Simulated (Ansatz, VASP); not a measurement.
## Two plane-wave programs on Se

```xyz
3
Lattice="4.0385 0.0000 0.0000 -2.0192 3.4974 0.0000 0.0000 0.0000 5.1207" Properties=species:S:1:pos:R:3 pbc="T T T"
Se    1.0045    0.0000    1.7069
Se   -0.5022    0.8699    3.4138
Se    1.5170    2.6275    0.0000
```

Alike in both runs: functional PBEsol; k mesh 12 × 12 × 8; occupations gaussian, width 0.02 eV; no spin polarisation.

Ansatz relaxed the structure, and its values are those at the end. VASP's run is a single point on that final structure, the one shown.

```csv
,VASP,Ansatz
version,VASP 6.6.1,Ansatz 0.2.0
potentials or method,"VASP PAW PBE potentials, release 64 (Se), cutoff 520 eV","scalar-relativistic, plane waves, PAW"
valence electrons in the cell,18,48
```

```tsv
	VASP	Ansatz	Ansatz less VASP
gap on the k mesh at the Fermi level (eV)	0.44	0.45	+0.008
least direct gap on the mesh (eV)	0.44	0.45	+0.008
pressure (GPa)	0.2	0.0	-0.18
rms of the force components (eV/Å)	0.018	0.000	-0.0180
```

VASP's potentials were made for PBE, not for PBEsol, and Ansatz warns of the same on its side. VASP's potentials hold 18 valence electrons a cell and Ansatz's 48, so a difference there can come from the potentials and not from the codes.
